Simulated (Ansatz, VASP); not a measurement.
# BAs in VASP and in Ansatz

INCAR

```
ALGO = Normal
EDIFF = 1E-7
ENCUT = 520
GGA = PE
ISIF = 2
ISMEAR = 0
LASPH = True
LCHARG = False
LREAL = False
LWAVE = False
NBANDS = 11
NELM = 60
PREC = Accurate
SIGMA = 0.01
```

KPOINTS

```
k-points
0
Gamma
  8 8 8
```

The input POSCAR:

```
BAs
1.0
    0.0000000000      2.3918676038      2.3918676038
    2.3918676038      0.0000000000      2.3918676038
    2.3918676038      2.3918676038      0.0000000000
B As
1 1
Direct
    0.0000000000      0.0000000000      0.0000000000
    0.2500000000      0.2500000000      0.2500000000
```

Input for Ansatz:

```yaml
crystal:
  lattice:
    - [0.0, 2.3918676038, 2.3918676038]
    - [2.3918676038, 0.0, 2.3918676038]
    - [2.3918676038, 2.3918676038, 0.0]
  atoms:
    - { symbol: B, position: [0.0, 0.0, 0.0] }
    - { symbol: As, position: [0.25, 0.25, 0.25] }
kpoints:
  mp_grid: { grid: [8, 8, 8] }
hamiltonian:
  xc: pbe
scf:
  occupations: { method: fixed }
output:
  optics: { e_range: [0, 12], de: 0.05, sigma: 0.1, bands: auto }
  write_density: true
  write_potential: true
  elf: true
  volumetric_format: npy
```

Alike in both runs: task single point; functional PBE; k mesh 8 × 8 × 8; no spin polarisation.

```csv
,VASP,Ansatz
version,VASP 6.6.1,Ansatz 0.2.0
potentials or method,"VASP PAW PBE potentials, release 64 (B, As)","plane waves, PAW"
plane-wave cutoff (eV),520,420
occupations,"gaussian, width 0.01 eV",fixed
valence electrons in the cell,8,18
```

|  | VASP | Ansatz | Ansatz less VASP |
| --- | --- | --- | --- |
| gap on the k mesh at the Fermi level (eV) | 1.19 | 1.20 | +0.008 |

VASP's potentials hold 8 valence electrons a cell and Ansatz's 18, so a difference there can come from the potentials and not from the codes.
